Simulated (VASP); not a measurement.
# FeCuSeO (P4/nmm) in VASP: single point with r2SCAN

Aim: the single point of FeCuSeO with r2SCAN.

Program: VASP 6.6.1. These are calculated values, not measurements. Logs are shortened: lines on timing, memory, paths and dates and some standing lists are left out, and cuts for length are marked.

## Step 1: The cell of the first run

The structure is tetragonal, space group P4/nmm (No. 129). Conventional cell: a = 3.988 Å, b = 3.988 Å, c = 9.021 Å, α = 90.00°, β = 90.00°, γ = 90.00°. Within 3.2 Å of Cu (site symmetry -4m2) lie 4 Se at 2.44 Å and 4 Cu at 2.82 Å. Within 3.2 Å of Se (site symmetry 4mm) lie 4 Cu at 2.44 Å. Fe (site symmetry -4m2) has 4 O at 2.10 Å and 4 Fe at 2.82 Å within 2.9 Å. Within 2.8 Å of O (site symmetry 4mm) lie 4 Fe at 2.10 Å.

## Step 2: Single point, r2SCAN

The input, POSCAR:

```
FeCuSeO
1.0
    3.9879940000      0.0000000000      0.0000000000
    0.0000000000      3.9879940000      0.0000000000
    0.0000000000      0.0000000000      9.0206980000
Cu Se Fe O
2 2 2 2
Direct
    0.7500000000      0.2500000000      0.5000000000
    0.2500000000      0.7500000000      0.5000000000
    0.2500000000      0.2500000000      0.3442000000
    0.7500000000      0.7500000000      0.6558000000
    0.2500000000      0.7500000000      0.0000000000
    0.7500000000      0.2500000000      0.0000000000
    0.2500000000      0.2500000000      0.9256000000
    0.7500000000      0.7500000000      0.0744000000
```

The input, INCAR.step1:

```
SYSTEM = FeCuSeO
PREC = Accurate ; ENCUT = 660
ISMEAR = 0 ; SIGMA = 0.1315
LREAL = .FALSE. ; LASPH = .TRUE.
NELM = 120 ; NBANDS = 41
GGA = PE ; ALGO = Normal
EDIFF = 1E-5 ; LWAVE = .TRUE.
LCHARG = .FALSE. ; GGA_COMPAT = .FALSE.
```

The input, INCAR.step2:

```
SYSTEM = FeCuSeO
PREC = Accurate ; ENCUT = 660
EDIFF = 1E-6 ; ISMEAR = 0
SIGMA = 0.1315 ; LREAL = .FALSE.
LASPH = .TRUE. ; NELM = 120
ALGO = Normal ; ISIF = 2
LWAVE = .FALSE. ; LCHARG = .TRUE.
METAGGA = R2SCAN ; LMIXTAU = .TRUE.
LELF = .TRUE. ; LVHAR = .TRUE.
NBANDS = 41 ; ISTART = 1
GGA_COMPAT = .FALSE.
```

The input, KPOINTS:

```
Automatic mesh
0
G
  9 9 4
  0 0 0
```

Potentials or basis: VASP PAW PBE potentials, release 64 (Cu, Se, Fe, O).

The run is started by

```
$ cat potpaw_PBE.64/Cu/POTCAR potpaw_PBE.64/Se/POTCAR potpaw_PBE.64/Fe/POTCAR potpaw_PBE.64/O/POTCAR > POTCAR
$ cp INCAR.step1 INCAR
$ mpirun -np 1 vasp_std > vasp.out
$ cp INCAR.step2 INCAR
$ mpirun -np 1 vasp_std > vasp.out
```

OUTCAR:

```text
SYSTEM = FeCuSeO
   PREC = Accurate
   ENCUT = 660
   EDIFF = 1E-6
   ISMEAR = 0
   LREAL = .FALSE.
   LASPH = .TRUE.
   NELM = 120
   ISIF = 2
   METAGGA = R2SCAN
   ISTART = 1

 ion  position               nearest neighbor table
   1  0.750  0.250  0.500-   3 2.44   4 2.44   4 2.44   3 2.44
   2  0.250  0.750  0.500-   3 2.44   4 2.44   3 2.44   4 2.44
   3  0.250  0.250  0.344-   1 2.44   2 2.44   2 2.44   1 2.44
   4  0.750  0.750  0.656-   1 2.44   2 2.44   1 2.44   2 2.44
   5  0.250  0.750  0.000-   7 2.10   8 2.10   7 2.10   8 2.10   6 2.82   6 2.82   6 2.82   6 2.82

   6  0.750  0.250  0.000-   7 2.10   8 2.10   8 2.10   7 2.10   5 2.82   5 2.82   5 2.82   5 2.82

   7  0.250  0.250  0.926-   5 2.10   6 2.10   5 2.10   6 2.10
   8  0.750  0.750  0.074-   5 2.10   6 2.10   6 2.10   5 2.10

  LATTYP: Found a simple tetragonal cell.
 ALAT       =     3.9879940000
 C/A-ratio  =     2.2619637843

  Lattice vectors:

 A1 = (   3.9879940000,   0.0000000000,   0.0000000000)
 A2 = (   0.0000000000,   3.9879940000,   0.0000000000)
 A3 = (   0.0000000000,   0.0000000000,   9.0206980000)

Analysis of symmetry for initial positions (statically):
=====================================================================
 Subroutine PRICEL returns:
 Original cell was already a primitive cell.

 Routine SETGRP: Setting up the symmetry group for a
 simple tetragonal supercell.

 Subroutine GETGRP returns: Found 16 space group operations
 (whereof  4 operations were pure point group operations)
 out of a pool of 16 trial point group operations.

The static configuration has the point symmetry C_2h.
 The point group associated with its full space group is D_4h.

Analysis of symmetry for dynamics (positions and initial velocities):
=====================================================================
 Subroutine PRICEL returns:
 Original cell was already a primitive cell.

 Routine SETGRP: Setting up the symmetry group for a
 simple tetragonal supercell.

 Subroutine GETGRP returns: Found 16 space group operations
 (whereof  4 operations were pure point group operations)
 out of a pool of 16 trial point group operations.

The dynamic configuration has the point symmetry C_2h.
 The point group associated with its full space group is D_4h.

 Subroutine INISYM returns: Found 16 space group operations
 (whereof  4 operations are pure point group operations),
 and found     1 'primitive' translations

----------------------------------------------------------------------------------------

                                     Primitive cell

[... 111 lines left out ...]
   TEBEG  =    0.0;   TEEND  =   0.0 temperature during run
   PSTRESS=    0.0 pullay stress
   NELECT =      62.0000    total number of electrons
   NUPDOWN=      -1.0000    fix difference up-down
   EMIN   =  10.00;   EMAX   =-10.00  energy-range for DOS
   EFERMI =   0.00;   METHOD = LEGACY
   ISMEAR =     0;   SIGMA  =   0.13  broadening in eV -4-tet -1-fermi 0-gaus
   EFERMI_NEDOS =   21; number of points for ismear=-14 and -15
   IALGO  =     38    algorithm
   IMIX   =      4    mixing-type and parameters
     AMIX     =   0.40;   BMIX     =  1.00
     AMIX_MAG =   1.60;   BMIX_MAG =  1.00
  volume/ion in A,a.u.               =      17.93       121.02
  Fermi-wavevector in a.u.,A,eV,Ry     =   1.237720  2.338951 20.843450  1.531950
  Thomas-Fermi vector in A             =   2.372275
   LORBIT       =      0    0 simple, 1 ext, 2 COOP (PROOUT), +10 PAW based schemes
   METAGGA = R2SCAN    functional components
   LHFCALC =     F    Hartree Fock is set to
   AEXX    =    0.0000 exact exchange contribution
   IVDW    =     0    specifies the selected vdW correction
   LEPSILON=     F    determine dielectric tensor
   LRPA    =     F    only Hartree local field effects (RPA)
 non-spin polarized calculation
 Gauss-broadening in eV      SIGMA  =   0.13
  energy-cutoff  :      660.00
  volume of cell :      143.47
 maximum number of plane-waves:      5554
 NGX is ok and might be reduce to    36
   NGX = 17   NGY = 17   NGZ = 37

 number of electron      61.9999992 magnetization

 Free energy of the ion-electron system (eV)
  ---------------------------------------------------
  ext. energy  EPLUGINS =         0.00000000
  ---------------------------------------------------
  free energy    TOTEN  =       -90.07175993 eV

  energy without entropy =      -89.94009489  energy(sigma->0) =      -90.00592741

 E-fermi :   2.3733     XC(G=0): -10.2479

 val. band max:        2.3678959789   @ k =   0.4444   0.1111   0.5000
 cond. band min:       2.3766726121   @ k =   0.3333   0.1111   0.0000
 fundamental gap:      0.0087766332
 Fermi energy:         2.3732737516

 k-point     1 :       0.0000    0.0000    0.0000
  band No.  band energies     occupation
      1     -17.5956      2.00000
      2     -17.1074      2.00000
      3     -11.5815      2.00000
      4     -10.7623      2.00000
      5      -2.6758      2.00000
      6      -2.6758      2.00000
[... 1045 lines left out ...]
     40       8.5469      0.00000
     41       8.8637      0.00000

 [... further k-points ...]

------------------------ aborting loop because EDIFF is reached ----------------------------------------

  FORCE on cell =-STRESS in cart. coord.  units (eV):
  Direction    XX          YY          ZZ          XY          YZ          ZX
  --------------------------------------------------------------------------------------
  -------------------------------------------------------------------------------------
  Total      -17.2569090    -17.2569090     -5.6943137     -0.0000000      0.0000000      0.0000000
  in kB     -192.7189650   -192.7189650    -63.5920511     -0.0000000      0.0000000      0.0000000
  external PRESSURE =    -149.6766604 kB  Pullay stress =       0.0000000 kB

 VOLUME and BASIS-vectors are now :
 -----------------------------------------------------------------------------
  energy-cutoff  :      660.00
  volume of cell :      143.47
      direct lattice vectors                 reciprocal lattice vectors
     3.987994000  0.000000000  0.000000000     0.250752634  0.000000000  0.000000000
     0.000000000  3.987994000  0.000000000     0.000000000  0.250752634  0.000000000
     0.000000000  0.000000000  9.020698000     0.000000000  0.000000000  0.110856167

 POSITION                                       TOTAL-FORCE (eV/Angst)
 -----------------------------------------------------------------------------------
      2.99100      0.99700      4.51035         0.000000     -0.000000      0.000000
      0.99700      2.99100      4.51035        -0.000000     -0.000000      0.000000
      0.99700      0.99700      3.10492        -0.000000      0.000000     -0.114844
      2.99100      2.99100      5.91577         0.000000     -0.000000      0.114844
      0.99700      2.99100      0.00000        -0.000000     -0.000000      0.000000
      2.99100      0.99700      0.00000        -0.000000      0.000000      0.000000
      0.99700      0.99700      8.34956         0.000000      0.000000      1.893007
      2.99100      2.99100      0.67114         0.000000     -0.000000     -1.893007
 -----------------------------------------------------------------------------------
    total drift:                                0.000000      0.000000      0.000000

  FREE ENERGIE OF THE ION-ELECTRON SYSTEM (eV)
  ---------------------------------------------------
  free  energy   TOTEN  =       -90.0717599336 eV

  energy  without entropy=      -89.9400948917  energy(sigma->0) =      -90.00592741
```

Run time: 20 min. Hardware: 1 thread of Intel Xeon 6975P-C (Granite Rapids), shared host; peak memory 0.59 GiB.

Results:

```yaml
Free_energy: -90.0718 eV
Pressure: -15.0 GPa
Largest_force: 1.893 eV/Å
Band_gap_on_the_k_mesh: zero (bands 31 and 32 overlap by 0.66 eV)
```

Forces in eV/Å, atoms in the order of the input:
```
Cu   0.000  0.000  0.000
Cu   0.000  0.000  0.000
Se   0.000  0.000 -0.115
Se   0.000  0.000  0.115
Fe   0.000  0.000  0.000
Fe   0.000  0.000  0.000
O    0.000  0.000  1.893
O    0.000  0.000 -1.893
```

Caveat: the stress differs along the axes, from -19 to -6 GPa; the PAW data sets were made with another functional, which shifts forces and pressure a little; the run has no spin polarisation, though such a crystal can be magnetic; semilocal functionals often make such compounds metallic where correlation or magnetic order opens a gap, which also shifts bond lengths.
